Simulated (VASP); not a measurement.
# Zn (P6_3/mmc) in VASP: notebook

Zn is run at these levels: BLYP, B3LYP; tasks: single point.

Program: VASP 6.6.1. These are calculated values, not measurements. Logs are shortened: lines on timing, memory, paths and dates and some standing lists are left out, and cuts for length are marked.

**1. The cell of the first run**

The structure is hexagonal, space group P6_3/mmc (No. 194). Conventional cell: a = 2.614 Å, b = 2.614 Å, c = 6.404 Å, α = 90.00°, β = 90.00°, γ = 120.00°. Zn (site symmetry -6m2) has 6 Zn at 2.61 Å within 3.4 Å.

**2. Single point, BLYP**

Contents of INCAR:

```
SYSTEM = Zn
  AGGAC = 1.0
  AGGAX = 1.0
  ALDAC = 0.0
  ALDAX = 1.0
  ALGO = Normal
  EDIFF = 1E-6
  ENCUT = 500
  GGA = B5
  GGA_COMPAT = .FALSE.
  ISIF = 2
  ISMEAR = -1
  LASPH = .TRUE.
  LCHARG = .FALSE.
  LREAL = .FALSE.
  LWAVE = .FALSE.
  NBANDS = 19
  NELM = 120
  PREC = Accurate
  SIGMA = 0.1
```

Contents of KPOINTS:

```
k-points
0
G
  7 7 3
  0 0 0
```

Contents of POSCAR:

```
Zn
1.0
    2.6138468802      0.0000000000      0.0000000000
   -1.3069234401      2.2636577999      0.0000000000
    0.0000000000      0.0000000000      6.4038554609
Zn
2
Direct
    0.3333333333      0.6666666667      0.2500000000
    0.6666666667      0.3333333333      0.7500000000
```

Potentials or basis: VASP PAW PBE potentials, release 64 (Zn).

Command:

```
cat potpaw_PBE.64/Zn/POTCAR > POTCAR
mpirun -np 1 vasp_std > vasp.out
```

OUTCAR:

```text
SYSTEM = Zn
   EDIFF = 1E-6
   ENCUT = 500
   GGA = B5
   ISIF = 2
   ISMEAR = -1
   LASPH = .TRUE.
   LREAL = .FALSE.
   NELM = 120
   PREC = Accurate

 ion  position               nearest neighbor table
   1  0.333  0.667  0.250-
   2  0.667  0.333  0.750-

  LATTYP: Found a hexagonal cell.
 ALAT       =     2.6138468802
 C/A-ratio  =     2.4499734508

  Lattice vectors:

 A1 = (   2.6138468802,   0.0000000000,   0.0000000000)
 A2 = (  -1.3069234401,   2.2636577999,   0.0000000000)
 A3 = (   0.0000000000,   0.0000000000,   6.4038554609)

Analysis of symmetry for initial positions (statically):
=====================================================================
 Subroutine PRICEL returns:
 Original cell was already a primitive cell.

 Routine SETGRP: Setting up the symmetry group for a
 hexagonal supercell.

 Subroutine GETGRP returns: Found 24 space group operations
 (whereof 12 operations were pure point group operations)
 out of a pool of 24 trial point group operations.

The static configuration has the point symmetry D_3d.
 The point group associated with its full space group is D_6h.

Analysis of symmetry for dynamics (positions and initial velocities):
=====================================================================
 Subroutine PRICEL returns:
 Original cell was already a primitive cell.

 Routine SETGRP: Setting up the symmetry group for a
 hexagonal supercell.

 Subroutine GETGRP returns: Found 24 space group operations
 (whereof 12 operations were pure point group operations)
 out of a pool of 24 trial point group operations.

The dynamic configuration has the point symmetry D_3d.
 The point group associated with its full space group is D_6h.

 Subroutine INISYM returns: Found 24 space group operations
 (whereof 12 operations are pure point group operations),
 and found     1 'primitive' translations

----------------------------------------------------------------------------------------

                                     Primitive cell

  volume of cell :      37.8907

  direct lattice vectors                    reciprocal lattice vectors
     2.613846880  0.000000000  0.000000000     0.382577881  0.220881442  0.000000000
    -1.306923440  2.263657800  0.000000000     0.000000000  0.441762885  0.000000000
     0.000000000  0.000000000  6.403855461     0.000000000  0.000000000  0.156155929

  length of vectors
     2.613846880  2.613846880  6.403855461     0.441762885  0.441762885  0.156155929

  position of ions in fractional coordinates (direct lattice)
     0.333333333  0.666666667  0.250000000
     0.666666667  0.333333333  0.750000000

  ion indices of the primitive-cell ions
   primitive index   ion index
                 1           1
                 2           2

----------------------------------------------------------------------------------------

 KPOINTS: k-points

Automatic generation of k-mesh.
 Grid dimensions read from file:
 generate k-points for:    7    7    3

 Generating k-lattice:

  Cartesian coordinates                     Fractional coordinates (reciprocal lattice)
     0.054653983  0.031554492  0.000000000     0.142857143 -0.000000000  0.000000000
     0.000000000  0.063108984  0.000000000     0.000000000  0.142857143  0.000000000
     0.000000000  0.000000000  0.052051976     0.000000000  0.000000000  0.333333333

  Length of vectors
     0.063108984  0.063108984  0.052051976

  Shift w.r.t. Gamma in fractional coordinates (k-lattice)
     0.000000000  0.000000000  0.000000000

 Subroutine IBZKPT returns following result:
 ===========================================

 Found     16 irreducible k-points:

 Following reciprocal coordinates:
            Coordinates               Weight
  0.000000  0.000000  0.000000      1.000000
  0.142857  0.000000  0.000000      6.000000
  0.285714  0.000000  0.000000      6.000000
  0.428571  0.000000  0.000000      6.000000
  0.142857  0.142857  0.000000      6.000000
  0.285714  0.142857  0.000000     12.000000
[... 8 lines left out ...]
  0.428571  0.142857  0.333333     12.000000
  0.285714  0.285714  0.333333     12.000000
   k-points           NKPTS =     16   k-points in BZ     NKDIM =     16   number of bands    NBANDS=     19
   number of dos      NEDOS =    301   number of ions     NIONS =      2
   total plane-waves  NPLWV =  19200
   dimension x,y,z NGX =    20 NGY =   20 NGZ =   48
   dimension x,y,z NGXF=    40 NGYF=   40 NGZF=   96
   ions per type =               2
   NGX,Y,Z   is equivalent  to a cutoff of  12.72, 12.72, 12.46 a.u.
   NGXF,Y,Z  is equivalent  to a cutoff of  25.44, 25.44, 24.92 a.u.
 SYSTEM =  Zn
   PREC   = accura    normal or accurate (medium, high low for compatibility)
   ISTART =      0    job   : 0-new  1-cont  2-samecut
   ICHARG =      2    charge: 1-file 2-atom 10-const
   ISPIN  =      1    spin polarized calculation?
   LNONCOLLINEAR =      F non collinear calculations
   LSORBIT =      F    spin-orbit coupling
   LASPH  =      T    aspherical Exc in radial PAW
   ENCUT  =  500.0 eV  36.75 Ry    6.06 a.u.   4.77  4.77 11.68*2*pi/ulx,y,z
   NELM   =    120;   NELMIN=  2; NELMDL= -5     # of ELM steps
   EDIFF  = 0.1E-05   stopping-criterion for ELM
   LREAL  =      F    real-space projection
   EDIFFG = 0.1E-04   stopping-criterion for IOM
   NSW    =      0    number of steps for IOM
   IBRION =     -1    ionic relax: 0-MD 1-quasi-New 2-CG
   NFREE  =      0    steps in history (QN), initial steepest desc. (CG)
   ISIF   =      2    stress and relaxation
   ISYM   =      2    0-nonsym 1-usesym 2-fastsym
   POTIM  = 0.5000    time-step for ionic-motion
   TEBEG  =    0.0;   TEEND  =   0.0 temperature during run
   PSTRESS=    0.0 pullay stress
   NELECT =      24.0000    total number of electrons
   NUPDOWN=      -1.0000    fix difference up-down
   EMIN   =  10.00;   EMAX   =-10.00  energy-range for DOS
   EFERMI =   0.00;   METHOD = LEGACY
   ISMEAR =    -1;   SIGMA  =   0.10  broadening in eV -4-tet -1-fermi 0-gaus
   EFERMI_NEDOS =   21; number of points for ismear=-14 and -15
   IALGO  =     38    algorithm
   IMIX   =      4    mixing-type and parameters
     AMIX     =   0.40;   BMIX     =  1.00
     AMIX_MAG =   1.60;   BMIX_MAG =  1.00
  volume/ion in A,a.u.               =      18.95       127.85
  Fermi-wavevector in a.u.,A,eV,Ry     =   1.405943  2.656847 26.894312  1.976676
  Thomas-Fermi vector in A             =   2.528353
   LORBIT       =      0    0 simple, 1 ext, 2 COOP (PROOUT), +10 PAW based schemes
   GGA     = B5    functional components
   LHFCALC =     F    Hartree Fock is set to
   AEXX    =    0.0000 exact exchange contribution
   IVDW    =     0    specifies the selected vdW correction
   LEPSILON=     F    determine dielectric tensor
   LRPA    =     F    only Hartree local field effects (RPA)
 non-spin polarized calculation
  energy-cutoff  :      500.00
  volume of cell :       37.89
 maximum number of plane-waves:       972
 NGX is ok and might be reduce to    20
   NGX =  9   NGY =  9   NGZ = 23

 number of electron      24.0000034 magnetization

 Free energy of the ion-electron system (eV)
  ---------------------------------------------------
  ext. energy  EPLUGINS =         0.00000000
  ---------------------------------------------------
  free energy    TOTEN  =        -0.70647461 eV

  energy without entropy =       -0.67214268  energy(sigma->0) =       -0.68930864

 E-fermi :   1.8741     XC(G=0):  -9.7564

 val. band max:        1.7587970287   @ k =   0.4286   0.1429   0.0000
 cond. band min:       1.8979624579   @ k =   0.4286   0.1429   0.3333
 fundamental gap:      0.1391654292
 Fermi energy:         1.8740673149

 k-point     1 :       0.0000    0.0000    0.0000
  band No.  band energies     occupation
      1      -7.0993      2.00000
      2      -6.5633      2.00000
      3      -5.6023      2.00000
      4      -5.5228      2.00000
      5      -5.5228      2.00000
      6      -5.5173      2.00000
[... 11 lines left out ...]
     18      22.7739      0.00000
     19      22.7740      0.00000

 k-point     2 :       0.1429    0.0000    0.0000
  band No.  band energies     occupation
      1      -6.5379      2.00000
      2      -6.2390      2.00000
      3      -5.5881      2.00000
      4      -5.5739      2.00000
      5      -5.4527      2.00000
      6      -5.3768      2.00000
[... 11 lines left out ...]
     18      18.8645      0.00000
     19      20.8881      0.00000

 k-point     3 :       0.2857    0.0000    0.0000
  band No.  band energies     occupation
      1      -6.0745      2.00000
      2      -6.0464      2.00000
      3      -5.5714      2.00000
      4      -5.4359      2.00000
      5      -5.4212      2.00000
      6      -5.3521      2.00000
[... 11 lines left out ...]
     18      15.2453      0.00000
     19      16.1045      0.00000

 k-point     4 :       0.4286    0.0000    0.0000
  band No.  band energies     occupation
      1      -6.2132      2.00000
      2      -6.1979      2.00000
      3      -5.7742      2.00000
      4      -5.6456      2.00000
      5      -5.2208      2.00000
      6      -5.1679      2.00000
[... 11 lines left out ...]
     18      14.5986      0.00000
     19      16.0884      0.00000

 k-point     5 :       0.1429    0.1429    0.0000
  band No.  band energies     occupation
      1      -5.8455      2.00000
      2      -5.8407      2.00000
      3      -5.7077      2.00000
      4      -5.6948      2.00000
      5      -5.4671      2.00000
      6      -5.3451      2.00000
[... 11 lines left out ...]
     18      15.1018      0.00000
     19      15.5940      0.00000
[... 158 lines left out ...]
      2      -5.8361      2.00000
      3      -5.7051      2.00000
      4      -5.6994      2.00000
      5      -5.4662      2.00000
      6      -5.4393      2.00000
[... 11 lines left out ...]
     18      14.2918      0.00000
     19      17.1462      0.00000

 k-point    14 :       0.2857    0.1429    0.3333
  band No.  band energies     occupation
      1      -5.9481      2.00000
      2      -5.9365      2.00000
      3      -5.6621      2.00000
      4      -5.6042      2.00000
      5      -5.3461      2.00000
      6      -5.3141      2.00000
[... 11 lines left out ...]
     18      12.2405      0.00000
     19      14.5720      0.00000

 k-point    15 :       0.4286    0.1429    0.3333
  band No.  band energies     occupation
      1      -6.0462      2.00000
      2      -6.0352      2.00000
      3      -5.7282      2.00000
      4      -5.6736      2.00000
      5      -5.2577      2.00000
      6      -5.2206      2.00000
[... 11 lines left out ...]
     18      11.5998      0.00000
     19      12.9166      0.00000

 k-point    16 :       0.2857    0.2857    0.3333
  band No.  band energies     occupation
      1      -5.6751      2.00000
      2      -5.6698      2.00000
      3      -5.6095      2.00000
      4      -5.5732      2.00000
      5      -5.4183      2.00000
      6      -5.3819      2.00000
[... 11 lines left out ...]
     18      10.6959      0.00000
     19      13.4450      0.00000

------------------------ aborting loop because EDIFF is reached ----------------------------------------

  FORCE on cell =-STRESS in cart. coord.  units (eV):
  Direction    XX          YY          ZZ          XY          YZ          ZX
  --------------------------------------------------------------------------------------
  -------------------------------------------------------------------------------------
  Total        0.3290707      0.3290707     -0.3301411      0.0000000      0.0000000      0.0000000
  in kB       13.9144902     13.9144902    -13.9597531      0.0000000      0.0000000      0.0000000
  external PRESSURE =       4.6230758 kB  Pullay stress =       0.0000000 kB

 VOLUME and BASIS-vectors are now :
 -----------------------------------------------------------------------------
  energy-cutoff  :      500.00
  volume of cell :       37.89
      direct lattice vectors                 reciprocal lattice vectors
     2.613846880  0.000000000  0.000000000     0.382577881  0.220881442  0.000000000
    -1.306923440  2.263657800  0.000000000     0.000000000  0.441762885  0.000000000
     0.000000000  0.000000000  6.403855461     0.000000000  0.000000000  0.156155929

 POSITION                                       TOTAL-FORCE (eV/Angst)
 -----------------------------------------------------------------------------------
     -0.00000      1.50911      1.60096         0.000000     -0.000000      0.000000
      1.30692      0.75455      4.80289        -0.000000      0.000000      0.000000
 -----------------------------------------------------------------------------------
    total drift:                               -0.000000      0.000000      0.000000

  FREE ENERGIE OF THE ION-ELECTRON SYSTEM (eV)
  ---------------------------------------------------
  free  energy   TOTEN  =        -0.7064746076 eV

  energy  without entropy=       -0.6721426787  energy(sigma->0) =       -0.68930864
```

It took 14 s on 1 thread of Intel Xeon 6975P-C, shared host; peak memory 0.14 GiB.

Results:

| Property | Result |
| --- | --- |
| Free energy | -0.7065 eV |
| Pressure | 0.5 GPa |
| Band gap on the k mesh | zero (band 12 reaches 3.21 eV, above the bottom of band 13 at -0.92 eV) |

Stress tensor (GPa, compression positive):
```
 1.39  0.00  0.00
 0.00  1.39  0.00
 0.00  0.00 -1.40
```

Caveat: the k points lie up to 0.40 Å⁻¹ apart; the PAW data sets were made with another functional, which shifts forces and pressure a little.

**3. Single point, BLYP**

Contents of INCAR:

```
PREC = Accurate ; ENCUT = 520
EDIFF = 1E-6 ; ISMEAR = -1
SIGMA = 0.1 ; LREAL = F
LASPH = T ; NELM = 60
ALGO = Normal ; ISIF = 2
LWAVE = F ; LCHARG = T
GGA = B5 ; ALDAX = 1.0
AGGAX = 1.0 ; AGGAC = 1.0
ALDAC = 0.0 ; LELF = T
LVHAR = T ; NBANDS = 19
```

Contents of KPOINTS:

```
regular mesh
0
Gamma
  23 23 8
```

Contents of POSCAR:

```
Zn
1.0
    2.6138467825      0.0000000000      0.0000000000
   -1.3069233912      2.2636577152      0.0000000000
    0.0000000000      0.0000000000      6.4038564524
Zn
2
Direct
    0.3333333333      0.6666666667      0.2500000000
    0.6666666667      0.3333333333      0.7500000000
```

Potentials or basis: VASP PAW PBE potentials, release 64 (Zn).

Command:

```
cat potpaw_PBE.64/Zn/POTCAR > POTCAR
mpirun -np 1 vasp_std > vasp.out
```

It took 78 s on 1 thread of Intel Xeon Platinum 8488C (Sapphire Rapids), shared host; peak memory 0.27 GiB.

The run converged. Its results:

- Free energy: -0.7940 eV
- Pressure: 0.6 GPa
- Band gap on the k mesh: zero (band 12 reaches 4.16 eV, above the bottom of band 13 at -0.92 eV)

Stress tensor (GPa, compression positive):
```
 0.89  0.00  0.00
 0.00  0.89  0.00
 0.00  0.00 -0.13
```

Levels at points of the mesh, in eV from the Fermi level:
```
           k point  band 10  band 11  band 12  band 13  band 14  band 15
(0.00, 0.00, 0.00)    -7.05    -7.05    -5.52    -2.98     5.22     9.47
(0.00, 0.00, 0.50)    -7.06    -7.06    -7.06     0.58     0.58    15.80
```

Caveat: the PAW data sets were made with another functional, which shifts forces and pressure a little.

**4. Single point, B3LYP**

Contents of POSCAR:

```
Zn
1.0
    2.6138468802      0.0000000000      0.0000000000
   -1.3069234401      2.2636577999      0.0000000000
    0.0000000000      0.0000000000      6.4038554609
Zn
2
Direct
    0.3333333333      0.6666666667      0.2500000000
    0.6666666667      0.3333333333      0.7500000000
```

Contents of INCAR.step1:

```
SYSTEM = Zn
PREC     = Accurate       ! precision mode
ENCUT    = 400            ! plane-wave cutoff, eV
EDIFF    = 1E-5           ! SCF threshold, eV
ISMEAR   = -1             ! smearing method
SIGMA    = 0.1            ! smearing width, eV
LREAL    = .FALSE.        ! projectors in reciprocal space
LASPH    = .TRUE.         ! aspherical terms in the spheres
NELM     = 120            ! most SCF steps
ALGO     = Normal         ! electronic algorithm
ISIF     = 2              ! what is computed and relaxed
LWAVE    = .TRUE.         ! write WAVECAR
GGA      = PE             ! functional
NBANDS   = 19             ! bands
GGA_COMPAT= .FALSE.
```

Contents of INCAR.step2:

```
SYSTEM = Zn
PREC     = Accurate       ! precision mode
ENCUT    = 400            ! plane-wave cutoff, eV
EDIFF    = 1E-6           ! SCF threshold, eV
ISMEAR   = -1             ! smearing method
SIGMA    = 0.1            ! smearing width, eV
LREAL    = .FALSE.        ! projectors in reciprocal space
LASPH    = .TRUE.         ! aspherical terms in the spheres
NELM     = 120            ! most SCF steps
ALGO     = Normal         ! electronic algorithm
ISIF     = 2              ! what is computed and relaxed
LWAVE    = .FALSE.        ! write WAVECAR
LCHARG   = .TRUE.         ! write CHGCAR
GGA      = B3             ! functional
LHFCALC  = .TRUE.         ! exact exchange
AEXX     = 0.2            ! exact-exchange fraction
AGGAX    = 0.72         
AGGAC    = 0.81         
ALDAC    = 0.19         
PRECFOCK = Normal       
LELF     = .TRUE.         ! ELF
LVHAR    = .TRUE.       
ISTART   = 1            
NBANDS   = 19             ! bands
GGA_COMPAT= .FALSE.
```

Contents of KPOINTS:

```
regular mesh
0
G
  7 7 3
  0 0 0
```

Command:

```
cat potpaw_PBE.64/Zn/POTCAR > POTCAR
cp INCAR.step1 INCAR
mpirun -np 1 vasp_std > vasp.out
cp INCAR.step2 INCAR
mpirun -np 1 vasp_std > vasp.out
```

It took 18 min on 1 thread of Intel Xeon Platinum 8375C at 2.90GHz (Ice Lake), shared host; peak memory 0.15 GiB.

Results (log left out):

- Free energy: -1.0808 eV
- Pressure: -1.4 GPa
- Band gap on the k mesh: zero (band 12 reaches 3.36 eV, above the bottom of band 13 at -1.85 eV)

Stress tensor (GPa, compression positive):
```
-0.79  0.00  0.00
 0.00 -0.79  0.00
 0.00  0.00 -2.67
```

Levels at points of the mesh, in eV from the Fermi level:
| k point | band 8 | band 9 | band 10 | band 11 | band 12 | band 13 | band 14 | band 15 | band 16 | band 17 |
| --- | --- | --- | --- | --- | --- | --- | --- | --- | --- | --- |
| (0.00, 0.00, 0.00) | -8.94 | -8.94 | -8.91 | -8.91 | -6.48 | -3.41 | 6.35 | 10.46 | 21.46 | 21.46 |

Caveat: the k points lie up to 0.40 Å⁻¹ apart; the PAW data sets were made with another functional, which shifts forces and pressure a little.

**5. Summary**

```tsv
level	k mesh	cutoff (eV)	grid for exact exchange (PRECFOCK)	gap on the mesh (eV)	pressure (GPa)
BLYP	7 × 7 × 3	500	-	none	0.5
BLYP	23 × 23 × 8	520	-	none	0.6
B3LYP	7 × 7 × 3	400	Normal	none	-1.4
```

Alike in all rows: task single point; potentials or basis VASP PAW PBE potentials, release 64 (Zn); no spin polarisation; cell as given; smearing fermi-dirac 0.1 eV.

Caveats: some runs use coarse meshes; the PAW data sets were made with another functional, which shifts forces and pressure a little.

Total energies depend on the potentials used, so only differences within one code and one set of settings carry meaning.
